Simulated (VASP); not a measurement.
Runs of VASP 6.6.1 on NbCd3. The structure is that of space group Pm-3m (No. 221), or close to it. The cells are those of the table. 

| cell | gap on the mesh (eV) | pressure (GPa) |
| --- | --- | --- |
| a = 4.318 Å, 4 atoms | none | -0.3 |
| a = 4.107 Å, 4 atoms | none | 20.1 |
| a = 4.144 Å, 4 atoms | none | (b) |
| a = 4.250 Å, 4 atoms | none | 4.7 |
| a = 4.070 Å, 4 atoms | none | (a) |

Alike in all rows: task single point; level PBE; potentials or basis VASP PAW PBE potentials, release 64 (Nb_sv, Cd); no spin polarisation; k mesh 6 × 6 × 6; cutoff (eV) 520; smearing methfessel-paxton 0.15 eV.

Question: Fill in the values left out.

Answer: (a) 25.5; (b) 15.4.

A k mesh can miss the band edges, and the runs leave out spin-orbit coupling on Cd, Nb.

A gap of «none» marks levels without a gap at the run's occupations.
